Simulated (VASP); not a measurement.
Wanted: the native input for a VASP 6.6.1 run.

* Task: single point
* Functional: PBE
* Potentials or basis: VASP PAW PBE potentials, release 64 (Sn_d, Se)
* Cutoff: 520 eV
* k mesh: 6 × 6 × 6
* Occupations: gaussian, width 0.1 eV
* Spin: no spin polarisation
* Dipole correction: no
* Further INCAR settings: ALGO = Normal; EDIFF = 1e-07; NBANDS = 17

The structure of SnSe lies in POSCAR:

```
SnSe
1.0
    0.0000000000      3.3888077880      3.3888077880
    3.3888077880      0.0000000000      3.3888077880
    3.3888077880      3.3888077880      0.0000000000
Sn Se
1 1
Direct
    0.0000000000      0.0000000000      0.0000000000
    0.7500000000      0.7500000000      0.7500000000
```

The input as run:

INCAR

```
ALGO = Normal ; EDIFF = 1E-7
ENCUT = 520 ; GGA = PE
ISIF = 2 ; ISMEAR = 0
LASPH = True ; LCHARG = False
LREAL = False ; LWAVE = False
NBANDS = 17 ; NELM = 100
PREC = Accurate ; SIGMA = 0.1
```

KPOINTS

```
k-points
0
Gamma
  6 6 6
```

Potentials or basis: VASP PAW PBE potentials, release 64 (Sn_d, Se).

The run is started by

```sh
$ cat potpaw_PBE.64/Sn_d/POTCAR potpaw_PBE.64/Se/POTCAR > POTCAR
$ mpirun -np 1 vasp_std > vasp.out
```

It gave:

The pressure is 0.0 GPa. The band gap on the k mesh is 0.21 eV, indirect (least direct gap 0.68 eV).

Caveat: spin-orbit coupling is left out, which moves the levels of the heavy elements.

It took 26 s on 1 thread of AMD EPYC 7R13 Processor (Zen 3), with other jobs on the host, peak memory 0.17 GiB.
